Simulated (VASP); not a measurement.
The system is Ga2SnO4.

```
Ga Sn O
1.0
     0.00000    3.32610    5.61049
     2.68260    0.00000    5.61049
     2.68260    3.32610    0.00000
Ga Sn O
2 1 4
Direct
  0.25000 0.25000 0.25000
  0.75000 0.75000 0.75000
  0.00000 0.00000 0.00000
  0.02255 0.31102 0.68898
  0.31102 0.02255 0.97745
  0.68898 0.97745 0.02255
  0.97745 0.68898 0.31102
```

The cell was built from a structure type or drawn by symmetry, and may not be a known phase.

| Item | Value |
| --- | --- |
| Program | VASP 6.6.1 |
| Task | relaxation of cell and atoms |
| Functional | PBE |
| Potentials or basis | VASP PAW PBE potentials, release 64 (Ga_d, Sn_d, O_h) |
| Cutoff | 910 eV |
| k mesh | 3 × 3 × 3 |
| Occupations | gaussian, width 0.15 eV |
| Spin | no spin polarisation |

At the start: pressure 42.3 GPa; volume 14.30 Å³/atom.

Q: How do energy, volume and symmetry change on relaxing?

A: Over 15 steps the energy falls by 803.0 meV/atom and the volume is 18.45 Å³/atom (+29.0 %); space group Fmmm (No. 69, to 0.1 Å) before and after.

Step by step:
```
step  energy change (eV)  largest force (eV/Å)  pressure (GPa)  volume (Å³)
   1              0.0000                4.7046           42.26       100.12
   2             -3.0783                0.8593          -19.69       164.65
   3             -5.1255                0.8100           -4.20       134.49
   4             -5.1276                0.8397           -3.63       133.74
   5             -5.4512                1.0731            2.42       128.59
   6             -5.4524                1.0273            2.08       128.84
   7             -5.5780                0.1655           -1.00       130.77
   8             -5.5782                0.1579           -1.12       130.84
   9             -5.5999                0.1427            0.34       128.96
  10             -5.6002                0.1419            0.55       128.69
  11             -5.6067                0.1550           -0.12       129.29
  12             -5.6076                0.1702           -0.46       129.61
  13             -5.6124                0.0951           -0.30       129.45
  14             -5.6167                0.1255            0.09       129.13
  15             -5.6211                0.0562           -0.15       129.12
```

Final structure:
```xyz
7
Lattice="0.0000 3.9647 5.9115 2.7545 0.0000 5.9115 2.7545 3.9647 0.0000" Properties=species:S:1:pos:R:3 pbc="T T T"
Ga    1.3773    1.9823    2.9557
Ga    4.1318    5.9470    8.8672
Sn    0.0000    3.9647    5.9115
O     2.7545    6.5188    7.7142
O     2.7545    1.4106    7.7142
O     2.7545    6.5188    4.1087
O     2.7545    1.4106    4.1087
```

Caveat: the k points lie up to 0.50 Å⁻¹ apart in the final cell; the cutoff is under 1.25 times the usual one of these potentials, so pressure, stress and relaxed cells hold a basis-set (Pulay) error; the volume moved by over 15 % at a fixed basis, so the end points are rough; the relaxation stopped at a loose force limit of 0.08 eV/Å, so its end isn't a converged minimum.
